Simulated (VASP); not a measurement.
# Si2Ni in VASP: single point with PBEsol

Aim: the single point of Si2Ni with PBEsol.

All numbers are computed with VASP 6.6.1; they aren't measurements. Logs are shortened: lines on timing, memory, paths and dates and some standing lists are left out, and cuts for length are marked.

### 1 The cell of the first run

The cell holds a slab with vacuum, 9 atoms: a = 3.812 Å, b = 3.812 Å, c = 24.782 Å, α = 90.00°, β = 90.00°, γ = 120.00°.

### 2 Single point, PBEsol

Input file INCAR:

```
SYSTEM = Si2Ni
PREC = Accurate
ENCUT = 520
EDIFF = 1E-6
ISMEAR = 0
SIGMA = 0.1
LREAL = .FALSE.
LASPH = .TRUE.
NELM = 80
ALGO = Normal
ISIF = 2
LWAVE = .FALSE.
LCHARG = .FALSE.
LDIPOL = .TRUE.
IDIPOL = 3
DIPOL = 0.5 0.5 0.500
GGA = PS
NBANDS = 37
```

Input file KPOINTS:

```
Automatic mesh
0
G
  9 9 1
  0 0 0
```

Input file POSCAR:

```
Si2Ni
1.0
    3.8123023665      0.0000000000      0.0000000000
   -1.9061511833      3.3015506963      0.0000000000
    0.0000000000      0.0000000000     24.7818296193
Si Ni
6 3
Direct
    0.0000000000      0.0000000000      0.3429932386
    0.3333333333      0.6666666667      0.4057959432
    0.6666666667      0.3333333333      0.4685986477
    0.0000000000      0.0000000000      0.5318943915
    0.3333333333      0.6666666667      0.5953271363
    0.6666666667      0.3333333333      0.6520622944
    0.6666666667      0.3333333333      0.3743945909
    0.3333333333      0.6666666667      0.5004116854
    0.0000000000      0.0000000000      0.6244129145
```

Potentials or basis: VASP PAW PBE potentials, release 64 (Si, Ni).

Started as:

```bash
$ cat potpaw_PBE.64/Si/POTCAR potpaw_PBE.64/Ni/POTCAR > POTCAR
$ mpirun -np 1 vasp_std > vasp.out
```

OUTCAR:

```text
SYSTEM = Si2Ni
   PREC = Accurate
   ENCUT = 520
   EDIFF = 1E-6
   ISMEAR = 0
   LREAL = .FALSE.
   LASPH = .TRUE.
   NELM = 80
   ISIF = 2
   GGA = PS

 ion  position               nearest neighbor table
   1  0.000  0.000  0.343-   7 2.33   7 2.33   7 2.33   2 2.70   2 2.70   2 2.70
   2  0.333  0.667  0.406-   7 2.33   7 2.33   7 2.33   8 2.34   3 2.70   3 2.70   3 2.70   1 2.70
                             1 2.70   1 2.70
   3  0.667  0.333  0.469-   7 2.33   8 2.34   8 2.34   8 2.34   2 2.70   2 2.70   2 2.70   4 2.70
                             4 2.70   4 2.70
   4  0.000  0.000  0.532-   9 2.29   8 2.34   8 2.34   8 2.34   3 2.70   3 2.70   3 2.70   5 2.70
                             5 2.70   5 2.70
   5  0.333  0.667  0.595-   9 2.32   9 2.32   9 2.32   8 2.35   6 2.61   6 2.61   6 2.61   4 2.70
                             4 2.70   4 2.70
   6  0.667  0.333  0.652-   9 2.31   9 2.31   9 2.31   5 2.61   5 2.61   5 2.61
   7  0.667  0.333  0.374-   3 2.33   2 2.33   2 2.33   1 2.33   1 2.33   1 2.33   2 2.33
   8  0.333  0.667  0.500-   4 2.34   4 2.34   4 2.34   3 2.34   3 2.34   3 2.34   2 2.34   5 2.35

   9  0.000  0.000  0.624-   4 2.29   6 2.31   6 2.31   6 2.31   5 2.32   5 2.32   5 2.32

  LATTYP: Found a hexagonal cell.
 ALAT       =     3.8123023665
 C/A-ratio  =     6.5004890056

  Lattice vectors:

 A1 = (   3.8123023665,   0.0000000000,   0.0000000000)
 A2 = (  -1.9061511833,   3.3015506963,   0.0000000000)
 A3 = (   0.0000000000,   0.0000000000,  24.7818296193)

Analysis of symmetry for initial positions (statically):
=====================================================================
 Subroutine PRICEL returns:
 Original cell was already a primitive cell.

 Routine SETGRP: Setting up the symmetry group for a
 hexagonal supercell.

 Subroutine GETGRP returns: Found  6 space group operations
 (whereof  6 operations were pure point group operations)
 out of a pool of 24 trial point group operations.

The static configuration has the point symmetry C_3v.

Analysis of symmetry for dynamics (positions and initial velocities):
=====================================================================
 Subroutine PRICEL returns:
 Original cell was already a primitive cell.

 Routine SETGRP: Setting up the symmetry group for a
 hexagonal supercell.

 Subroutine GETGRP returns: Found  6 space group operations
 (whereof  6 operations were pure point group operations)
 out of a pool of 24 trial point group operations.

The dynamic configuration has the point symmetry C_3v.
[... 114 lines left out ...]
   EFERMI =   0.00;   METHOD = LEGACY
   ISMEAR =     0;   SIGMA  =   0.10  broadening in eV -4-tet -1-fermi 0-gaus
   EFERMI_NEDOS =   21; number of points for ismear=-14 and -15
   IALGO  =     38    algorithm
   IMIX   =      4    mixing-type and parameters
     AMIX     =   0.40;   BMIX     =  1.00
     AMIX_MAG =   1.60;   BMIX_MAG =  1.00
  volume/ion in A,a.u.               =      34.66       233.88
  Fermi-wavevector in a.u.,A,eV,Ry     =   0.912417  1.724217 11.326906  0.832504
  Thomas-Fermi vector in A             =   2.036810
   LORBIT       =      0    0 simple, 1 ext, 2 COOP (PROOUT), +10 PAW based schemes
   GGA     = PS    functional components
   LHFCALC =     F    Hartree Fock is set to
   AEXX    =    0.0000 exact exchange contribution
   IVDW    =     0    specifies the selected vdW correction
   LEPSILON=     F    determine dielectric tensor
   LRPA    =     F    only Hartree local field effects (RPA)
 non-spin polarized calculation
 Gauss-broadening in eV      SIGMA  =   0.10
  energy-cutoff  :      520.00
  volume of cell :      311.92
 maximum number of plane-waves:      8451
   NGX = 15   NGY = 15   NGZ = 93

 dipolmoment           0.000000      0.000000     -0.001852 electrons x Angstroem

 number of electron      54.0000003 magnetization

 dipolmoment           0.000000      0.000000      0.001940 electrons x Angstroem

 Free energy of the ion-electron system (eV)
  ---------------------------------------------------
  ext. energy  EPLUGINS =         0.00000000
  ---------------------------------------------------
  free energy    TOTEN  =       -54.98750169 eV

  energy without entropy =      -54.96673182  energy(sigma->0) =      -54.97711676

 E-fermi :   1.1065     XC(G=0):  -5.1546

 val. band max:        1.0923600874   @ k =   0.3333  -0.0000   0.0000
 cond. band min:       1.1459603719   @ k =   0.4444   0.1111   0.0000
 fundamental gap:      0.0536002844
 Fermi energy:         1.1064752402

 k-point     1 :       0.0000    0.0000    0.0000
  band No.  band energies     occupation
      1     -12.4417      2.00000
      2     -11.3619      2.00000
      3      -9.8707      2.00000
      4      -7.4046      2.00000
      5      -5.3689      2.00000
      6      -4.0271      2.00000
[... 469 lines left out ...]
     36       5.9047      0.00000
     37       6.7428      0.00000

------------------------ aborting loop because EDIFF is reached ----------------------------------------

 vacuum level on the upper side and lower side of the slab       (xc-potential included)        -0.114        -0.139

  FORCE on cell =-STRESS in cart. coord.  units (eV):
  Direction    XX          YY          ZZ          XY          YZ          ZX
  --------------------------------------------------------------------------------------
  -------------------------------------------------------------------------------------
  Total       -3.2568380     -3.2568380     -1.4428234      0.0000000     -0.0000000      0.0000000
  in kB      -16.7289260    -16.7289260     -7.4111413      0.0000000     -0.0000000      0.0000000
  external PRESSURE =     -13.6229978 kB  Pullay stress =       0.0000000 kB

 VOLUME and BASIS-vectors are now :
 -----------------------------------------------------------------------------
  energy-cutoff  :      520.00
  volume of cell :      311.92
      direct lattice vectors                 reciprocal lattice vectors
     3.812302366  0.000000000  0.000000000     0.262308680  0.151443987  0.000000000
    -1.906151183  3.301550696  0.000000000     0.000000000  0.302887974  0.000000000
     0.000000000  0.000000000 24.781829619     0.000000000  0.000000000  0.040352146

 POSITION                                       TOTAL-FORCE (eV/Angst)
 -----------------------------------------------------------------------------------
      0.00000      0.00000      8.50000        -0.000000      0.000000      0.681272
     -0.00000      2.20103     10.05637         0.000000      0.000000     -0.519407
      1.90615      1.10052     11.61273         0.000000     -0.000000     -0.284674
      0.00000      0.00000     13.18132         0.000000     -0.000000     -0.023685
     -0.00000      2.20103     14.75330         0.000000      0.000000      0.021641
      1.90615      1.10052     16.15930         0.000000     -0.000000      0.026382
      1.90615      1.10052      9.27818        -0.000000      0.000000      0.111819
     -0.00000      2.20103     12.40112        -0.000000     -0.000000     -0.015403
      0.00000      0.00000     15.47409         0.000000     -0.000000      0.002055
 -----------------------------------------------------------------------------------
    total drift:                                0.000000     -0.000000      0.000555

  FREE ENERGIE OF THE ION-ELECTRON SYSTEM (eV)
  ---------------------------------------------------
  free  energy   TOTEN  =       -54.9875016902 eV

  energy  without entropy=      -54.9667318216  energy(sigma->0) =      -54.97711676

 vacuum level on the upper side and lower side of the slab         5.479         5.454
```

Run time: 9.7 min. Hardware: 1 thread of Intel Xeon 6975P-C, shared host; peak memory 0.45 GiB.

What came out:

```yaml
Free_energy: -54.9875 eV
Largest_force: 0.681 eV/Å
Band_gap_on_the_k_mesh: zero (band 27 reaches 2.28 eV, above the bottom of band 28 at 0.72 eV)
```

Forces in eV/Å, atoms in the order of the input:
```
Si   0.000  0.000  0.681
Si   0.000  0.000 -0.519
Si   0.000  0.000 -0.285
Si   0.000  0.000 -0.024
Si   0.000  0.000  0.022
Si   0.000  0.000  0.026
Ni   0.000  0.000  0.112
Ni   0.000  0.000 -0.015
Ni   0.000  0.000  0.002
```

Caveat: the PAW data sets were made with another functional, which shifts forces and pressure a little.
